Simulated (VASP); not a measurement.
# ScSiS3 (Pm-3m) in VASP: further runs

The runs below take ScSiS3 through single point, relaxation of cell and atoms, with PBE.

Everything below comes from runs of VASP 6.6.1. Logs are shortened: lines on timing, memory, paths and dates and some standing lists are left out, and cuts for length are marked.

**1. The cell of the first run**

Symmetry: Pm-3m, No. 221, cubic system. The conventional cell has a = 4.516 Å, b = 4.516 Å, c = 4.516 Å, α = 90.00°, β = 90.00°, γ = 90.00°. Sc (site symmetry m-3m) has 12 S at 3.19 Å and 8 Si at 3.91 Å within 4.2 Å. Within 3.0 Å of Si (site symmetry m-3m) lie 6 S at 2.26 Å. S (site symmetry 4/mmm) has 2 Si at 2.26 Å within 3.0 Å.

The cell was generated, and may not be a known phase.

**2. Single point, PBE**

Input file INCAR:

```
SYSTEM = ScSiS3
PREC = Accurate
ENCUT = 520
EDIFF = 1E-6
ISMEAR = 0
SIGMA = 0.1
LREAL = .False.
LASPH = .True.
NELM = 100
ALGO = Normal
ISIF = 2
LWAVE = .False.
LCHARG = .False.
GGA = PE
NBANDS = 24
```

Input file KPOINTS:

```
regular mesh
0
Gamma
  4 4 4
  0 0 0
```

Input file POSCAR:

```
ScSiS3
1.0
    4.5158673976      0.0000000000      0.0000000000
    0.0000000000      4.5158673976      0.0000000000
    0.0000000000      0.0000000000      4.5158673976
Sc Si S
1 1 3
Direct
    0.0000000000      0.0000000000      0.0000000000
    0.5000000000      0.5000000000      0.5000000000
    0.0000000000      0.5000000000      0.5000000000
    0.5000000000      0.0000000000      0.5000000000
    0.5000000000      0.5000000000      0.0000000000
```

Potentials or basis: VASP PAW PBE potentials, release 64 (Sc_sv, Si, S).

Started as:

```bash
$ cat potpaw_PBE.64/Sc_sv/POTCAR potpaw_PBE.64/Si/POTCAR potpaw_PBE.64/S/POTCAR > POTCAR
$ mpirun -np 1 vasp_std > vasp.out
```

OUTCAR:

```text
SYSTEM = ScSiS3
   PREC = Accurate
   ENCUT = 520
   EDIFF = 1E-6
   ISMEAR = 0
   LREAL = .False.
   LASPH = .True.
   NELM = 100
   ISIF = 2
   GGA = PE

 ion  position               nearest neighbor table
   1  0.000  0.000  0.000-
   2  0.500  0.500  0.500-   3 2.26   4 2.26   5 2.26   5 2.26   4 2.26   3 2.26
   3  0.000  0.500  0.500-   2 2.26   2 2.26
   4  0.500  0.000  0.500-   2 2.26   2 2.26
   5  0.500  0.500  0.000-   2 2.26   2 2.26

  LATTYP: Found a simple cubic cell.
 ALAT       =     4.5158673976

  Lattice vectors:

 A1 = (   4.5158673976,   0.0000000000,   0.0000000000)
 A2 = (   0.0000000000,   4.5158673976,   0.0000000000)
 A3 = (   0.0000000000,   0.0000000000,   4.5158673976)

Analysis of symmetry for initial positions (statically):
=====================================================================
 Subroutine PRICEL returns:
 Original cell was already a primitive cell.

 Routine SETGRP: Setting up the symmetry group for a
 simple cubic supercell.

 Subroutine GETGRP returns: Found 48 space group operations
 (whereof 48 operations were pure point group operations)
 out of a pool of 48 trial point group operations.

The static configuration has the point symmetry O_h .

Analysis of symmetry for dynamics (positions and initial velocities):
=====================================================================
 Subroutine PRICEL returns:
 Original cell was already a primitive cell.

 Routine SETGRP: Setting up the symmetry group for a
 simple cubic supercell.

 Subroutine GETGRP returns: Found 48 space group operations
 (whereof 48 operations were pure point group operations)
 out of a pool of 48 trial point group operations.

The dynamic configuration has the point symmetry O_h .

 Subroutine INISYM returns: Found 48 space group operations
 (whereof 48 operations are pure point group operations),
 and found     1 'primitive' translations

----------------------------------------------------------------------------------------

                                     Primitive cell

  volume of cell :      92.0923

  direct lattice vectors                    reciprocal lattice vectors
     4.515867398  0.000000000  0.000000000     0.221441400  0.000000000  0.000000000
     0.000000000  4.515867398  0.000000000     0.000000000  0.221441400  0.000000000
     0.000000000  0.000000000  4.515867398     0.000000000  0.000000000  0.221441400
[... 75 lines left out ...]
   EDIFF  = 0.1E-05   stopping-criterion for ELM
   LREAL  =      F    real-space projection
   EDIFFG = 0.1E-04   stopping-criterion for IOM
   NSW    =      0    number of steps for IOM
   IBRION =     -1    ionic relax: 0-MD 1-quasi-New 2-CG
   NFREE  =      0    steps in history (QN), initial steepest desc. (CG)
   ISIF   =      2    stress and relaxation
   ISYM   =      2    0-nonsym 1-usesym 2-fastsym
   POTIM  = 0.5000    time-step for ionic-motion
   TEBEG  =    0.0;   TEEND  =   0.0 temperature during run
   PSTRESS=    0.0 pullay stress
   NELECT =      33.0000    total number of electrons
   NUPDOWN=      -1.0000    fix difference up-down
   EMIN   =  10.00;   EMAX   =-10.00  energy-range for DOS
   EFERMI =   0.00;   METHOD = LEGACY
   ISMEAR =     0;   SIGMA  =   0.10  broadening in eV -4-tet -1-fermi 0-gaus
   EFERMI_NEDOS =   21; number of points for ismear=-14 and -15
   IALGO  =     38    algorithm
   IMIX   =      4    mixing-type and parameters
     AMIX     =   0.40;   BMIX     =  1.00
     AMIX_MAG =   1.60;   BMIX_MAG =  1.00
  volume/ion in A,a.u.               =      18.42       124.29
  Fermi-wavevector in a.u.,A,eV,Ry     =   1.162800  2.197373 18.396485  1.352103
  Thomas-Fermi vector in A             =   2.299357
   LORBIT       =      0    0 simple, 1 ext, 2 COOP (PROOUT), +10 PAW based schemes
   GGA     = PE    functional components
   LHFCALC =     F    Hartree Fock is set to
   AEXX    =    0.0000 exact exchange contribution
   IVDW    =     0    specifies the selected vdW correction
   LEPSILON=     F    determine dielectric tensor
   LRPA    =     F    only Hartree local field effects (RPA)
 non-spin polarized calculation
 Gauss-broadening in eV      SIGMA  =   0.10
  energy-cutoff  :      520.00
  volume of cell :       92.09
 maximum number of plane-waves:      2517
 NGX is ok and might be reduce to    36
   NGX = 17   NGY = 17   NGZ = 17

 number of electron      33.0000006 magnetization

 Free energy of the ion-electron system (eV)
  ---------------------------------------------------
  ext. energy  EPLUGINS =         0.00000000
  ---------------------------------------------------
  free energy    TOTEN  =       -26.55419813 eV

  energy without entropy =      -26.54709266  energy(sigma->0) =      -26.55064540

 E-fermi :   6.7791     XC(G=0): -10.2421

 val. band max:        6.7589590160   @ k =   0.0000   0.0000   0.0000
 cond. band min:       6.8497226278   @ k =   0.2500   0.0000   0.0000
 fundamental gap:      0.0907636118
 Fermi energy:         6.7790741290

 k-point     1 :       0.0000    0.0000    0.0000
  band No.  band energies     occupation
      1     -45.0214      2.00000
      2     -23.5579      2.00000
      3     -23.5579      2.00000
      4     -23.5579      2.00000
      5      -9.4117      2.00000
      6      -5.6778      2.00000
[... 259 lines left out ...]
     23       8.7081      0.00000
     24       8.7081      0.00000

------------------------ aborting loop because EDIFF is reached ----------------------------------------

  FORCE on cell =-STRESS in cart. coord.  units (eV):
  Direction    XX          YY          ZZ          XY          YZ          ZX
  --------------------------------------------------------------------------------------
  -------------------------------------------------------------------------------------
  Total        0.0541064      0.0541064      0.0541064      0.0000000     -0.0000000      0.0000000
  in kB        0.9413168      0.9413168      0.9413168      0.0000000     -0.0000000      0.0000000
  external PRESSURE =       0.9413168 kB  Pullay stress =       0.0000000 kB

 VOLUME and BASIS-vectors are now :
 -----------------------------------------------------------------------------
  energy-cutoff  :      520.00
  volume of cell :       92.09
      direct lattice vectors                 reciprocal lattice vectors
     4.515867398  0.000000000  0.000000000     0.221441400  0.000000000  0.000000000
     0.000000000  4.515867398  0.000000000     0.000000000  0.221441400  0.000000000
     0.000000000  0.000000000  4.515867398     0.000000000  0.000000000  0.221441400

 POSITION                                       TOTAL-FORCE (eV/Angst)
 -----------------------------------------------------------------------------------
      0.00000      0.00000      0.00000         0.000000      0.000000      0.000000
      2.25793      2.25793      2.25793         0.000000      0.000000      0.000000
      0.00000      2.25793      2.25793         0.000000      0.000000      0.000000
      2.25793      0.00000      2.25793         0.000000      0.000000      0.000000
      2.25793      2.25793      0.00000         0.000000      0.000000      0.000000
 -----------------------------------------------------------------------------------
    total drift:                                0.000000      0.000000      0.000000

  FREE ENERGIE OF THE ION-ELECTRON SYSTEM (eV)
  ---------------------------------------------------
  free  energy   TOTEN  =       -26.5541981266 eV

  energy  without entropy=      -26.5470926640  energy(sigma->0) =      -26.55064540
```

stdout:

```text
POSCAR found type information on POSCAR ScSiS
 POSCAR found :  3 types and       5 ions
 scaLAPACK will be used
 LDA part: xc-table for (Slater+PW92), standard interpolation
 POSCAR, INCAR and KPOINTS ok, starting setup
 FFT: planning ... GRIDC
 FFT: planning ... GRID_SOFT
 FFT: planning ... GRID
 WAVECAR not read
 entering main loop
```

Run time: 40 s. Hardware: 1 thread of Intel Xeon 8259CL, shared host; peak memory 0.21 GiB.

What came out:

| Item | Value |
| --- | --- |
| Free energy | -26.5542 eV |
| Pressure | 0.1 GPa |
| Band gap on the k mesh | zero (an odd number of electrons rules out a gap without spin polarisation) |

**3. Single point, PBE**

This run uses another cell than the first one, of 19.77 Å³/atom.

Input file INCAR:

```
SYSTEM = ScSiS3
PREC = Accurate
ENCUT = 520
EDIFF = 1E-6
ISMEAR = 0
SIGMA = 0.1
LREAL = .FALSE.
LASPH = .TRUE.
NELM = 60
ALGO = Normal
ISIF = 2
LWAVE = .FALSE.
LCHARG = .FALSE.
GGA = PE
NBANDS = 24
```

Input file KPOINTS:

```
regular mesh
0
G
  4 4 4
  0 0 0
```

Edit POSCAR of step 2 so:

```diff
@@ -2,5 +2,5 @@
 1.0
-    4.5158673976      0.0000000000      0.0000000000
-    0.0000000000      4.5158673976      0.0000000000
-    0.0000000000      0.0000000000      4.5158673976
+    4.6234420800      0.0000000000      0.0000000000
+    0.0000000000      4.6234420800      0.0000000000
+    0.0000000000      0.0000000000      4.6234420800
 Sc Si S
```

Potentials or basis: VASP PAW PBE potentials, release 64 (Sc_sv, Si, S).

Started as:

```bash
$ cat potpaw_PBE.64/Sc_sv/POTCAR potpaw_PBE.64/Si/POTCAR potpaw_PBE.64/S/POTCAR > POTCAR
$ mpirun -np 1 vasp_std > vasp.out
```

OUTCAR:

```text
SYSTEM = ScSiS3
   PREC = Accurate
   ENCUT = 520
   EDIFF = 1E-6
   ISMEAR = 0
   LREAL = .FALSE.
   LASPH = .TRUE.
   NELM = 60
   ISIF = 2
   GGA = PE

 ion  position               nearest neighbor table
   1  0.000  0.000  0.000-
   2  0.500  0.500  0.500-   3 2.31   4 2.31   5 2.31   5 2.31   4 2.31   3 2.31
   3  0.000  0.500  0.500-   2 2.31   2 2.31
   4  0.500  0.000  0.500-   2 2.31   2 2.31
   5  0.500  0.500  0.000-   2 2.31   2 2.31

  LATTYP: Found a simple cubic cell.
[... 455 lines left out ...]
  --------------------------------------------------------------------------------------
  -------------------------------------------------------------------------------------
  Total       -3.1570473     -3.1570473     -3.1570473     -0.0000000     -0.0000000      0.0000000
  in kB      -51.1794250    -51.1794250    -51.1794250     -0.0000000     -0.0000000      0.0000000
  external PRESSURE =     -51.1794250 kB  Pullay stress =       0.0000000 kB

 VOLUME and BASIS-vectors are now :
 -----------------------------------------------------------------------------
  energy-cutoff  :      520.00
  volume of cell :       98.83
      direct lattice vectors                 reciprocal lattice vectors
     4.623442080  0.000000000  0.000000000     0.216289073  0.000000000  0.000000000
     0.000000000  4.623442080  0.000000000     0.000000000  0.216289073  0.000000000
     0.000000000  0.000000000  4.623442080     0.000000000  0.000000000  0.216289073

 POSITION                                       TOTAL-FORCE (eV/Angst)
 -----------------------------------------------------------------------------------
      0.00000      0.00000      0.00000         0.000000      0.000000      0.000000
      2.31172      2.31172      2.31172         0.000000      0.000000      0.000000
      0.00000      2.31172      2.31172         0.000000      0.000000      0.000000
      2.31172      0.00000      2.31172         0.000000      0.000000      0.000000
      2.31172      2.31172      0.00000         0.000000      0.000000      0.000000
 -----------------------------------------------------------------------------------
    total drift:                                0.000000      0.000000      0.000000

  FREE ENERGIE OF THE ION-ELECTRON SYSTEM (eV)
  ---------------------------------------------------
  free  energy   TOTEN  =       -26.4432560793 eV

  energy  without entropy=      -26.4344906632  energy(sigma->0) =      -26.43887337
```

stdout:

```text
POSCAR found type information on POSCAR ScSiS
 POSCAR found :  3 types and       5 ions
 scaLAPACK will be used
 LDA part: xc-table for (Slater+PW92), standard interpolation
 POSCAR, INCAR and KPOINTS ok, starting setup
 FFT: planning ... GRIDC
 FFT: planning ... GRID_SOFT
 FFT: planning ... GRID
 WAVECAR not read
 entering main loop
```

Wall time 49 s (1 thread of Intel Xeon 8259CL, shared host); peak memory 0.21 GiB.

What came out:

- Free energy: -26.4433 eV
- Pressure: -5.1 GPa
- Band gap on the k mesh: zero (an odd number of electrons rules out a gap without spin polarisation)

Levels at points of the mesh, in eV from the Fermi level:
```
           k point  band 13  band 14  band 15  band 16  band 17  band 18  band 19  band 20
(0.00, 0.00, 0.00)    -1.92    -1.92    -1.69    -1.69    -1.69    -0.14    -0.14     0.00
(0.50, 0.00, 0.00)    -3.17    -3.11    -2.11    -2.11     0.14     0.22     0.49     1.11
(0.50, 0.50, 0.00)    -3.15    -3.15    -2.48    -0.75     0.18     0.36     1.07     1.16
(0.50, 0.50, 0.50)    -2.43    -0.32    -0.32    -0.32     0.32     0.32     0.32     0.48
```

Caveat: the cell stands under tension.

**4. Relaxation of cell and atoms, PBE**

This run uses another cell than the first one, of 19.77 Å³/atom.

Input file INCAR:

```
SYSTEM = ScSiS3
PREC = Accurate
ENCUT = 600
EDIFF = 1E-7
ISMEAR = 0
SIGMA = 0.1
LREAL = .FALSE.
LASPH = .TRUE.
NELM = 100
ALGO = Normal
ISIF = 3
LWAVE = .FALSE.
LCHARG = .FALSE.
GGA = PE
IBRION = 2
NSW = 90
EDIFFG = -0.04
```

KPOINTS is that of step 3.

POSCAR is that of step 3.

Started as:

```bash
$ cat potpaw_PBE.64/Sc_sv/POTCAR potpaw_PBE.64/Si/POTCAR potpaw_PBE.64/S/POTCAR > POTCAR
$ mpirun -np 1 vasp_std > vasp.out
```

It took 3.1 min on 1 thread of Intel Xeon 8259CL, shared host; peak memory 0.26 GiB.

It converged, with:

- Free energy: -26.5521 eV
- Relaxed volume: 18.45 Å³/atom
- Relaxed cell: a = 4.518 Å, b = 4.518 Å, c = 4.518 Å, α = 90.00°, β = 90.00°, γ = 90.00°
- Space group after relaxing (to 0.1 Å): Pm-3m (No. 221)
- Energy gained by relaxing: 22.1 meV/atom
- Ionic steps: 3
- Pressure after relaxing: 0.0 GPa

The path:
```tsv
step	energy change (eV)	largest force (eV/Å)	pressure (GPa)	volume (Å³)
1	0.0000	0.0000	-5.07	98.83
2	-0.0972	0.0000	2.08	90.15
3	-0.1106	0.0000	0.01	92.25
```

Final structure:
```
CELL_PARAMETERS angstrom
4.51849 0.00000 0.00000
0.00000 4.51849 0.00000
0.00000 0.00000 4.51849
ATOMIC_POSITIONS crystal
Sc 0.00000 0.00000 0.00000
Si 0.50000 0.50000 0.50000
S 0.00000 0.50000 0.50000
S 0.50000 0.00000 0.50000
S 0.50000 0.50000 0.00000
```

Levels at points of the mesh, in eV from the Fermi level:
| k point | band 14 | band 15 | band 16 | band 17 | band 18 | band 19 |
| --- | --- | --- | --- | --- | --- | --- |
| (0.00, 0.00, 0.00) | -2.10 | -1.80 | -1.80 | -1.80 | -0.19 | -0.19 |
| (0.50, 0.00, 0.00) | -3.43 | -2.28 | -2.28 | 0.14 | 0.22 | 0.56 |
| (0.50, 0.50, 0.00) | -3.37 | -2.66 | -0.80 | 0.21 | 0.39 | 1.22 |
| (0.50, 0.50, 0.50) | -0.31 | -0.31 | -0.31 | 0.37 | 0.37 | 0.37 |

Caveat: the highest band is partly filled, so the run has too few bands.

(Continued in part 2 of 2.)

The gap in the log of VASP goes by the Fermi energy; the results here count the filled bands.